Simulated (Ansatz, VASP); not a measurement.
**One calculation of Al9N, two programs**

```xyz
10
Lattice="2.8363 0.0000 0.0000 -1.4181 2.4563 0.0000 0.0000 0.0000 37.6443" Properties=species:S:1:pos:R:3 pbc="T T T"
Al    0.0000    1.6375    8.5000
Al    0.0000    0.0000   10.8305
Al    1.4181    0.8188   13.1611
Al    0.0000    0.0000   15.4916
Al    0.0000    1.6375   17.8026
Al    0.0000    0.0000   20.1126
Al    1.4181    0.8188   22.4594
Al    0.0000    0.0000   24.7845
Al    0.0000    1.6375   27.1386
N    -0.7091    2.8657   27.7944
```

Alike in both runs: task single point; functional PBEsol; k mesh 12 × 12 × 1; occupations gaussian, width 0.1 eV; no spin polarisation.

|  | VASP | Ansatz |
| --- | --- | --- |
| version | VASP 6.6.1 | Ansatz 0.2.0 |
| potentials or method | VASP PAW PBE potentials, release 64 (Al, N), cutoff 520 eV | scalar-relativistic, plane waves, PAW |
| valence electrons in the cell | 32 | 32 |

```csv
,VASP,Ansatz,Ansatz less VASP
gap on the k mesh at the Fermi level (eV),none,none,-
rms of the force components (eV/Å),1.080,1.039,-0.0406
```

VASP's potentials were made for PBE, not for PBEsol. Atom by atom the forces differ by 0.041 eV/Å (rms over components). A gap of «none» marks a metal or a gap that the smearing closes. Ansatz's warnings: xc potential rough in thin density.
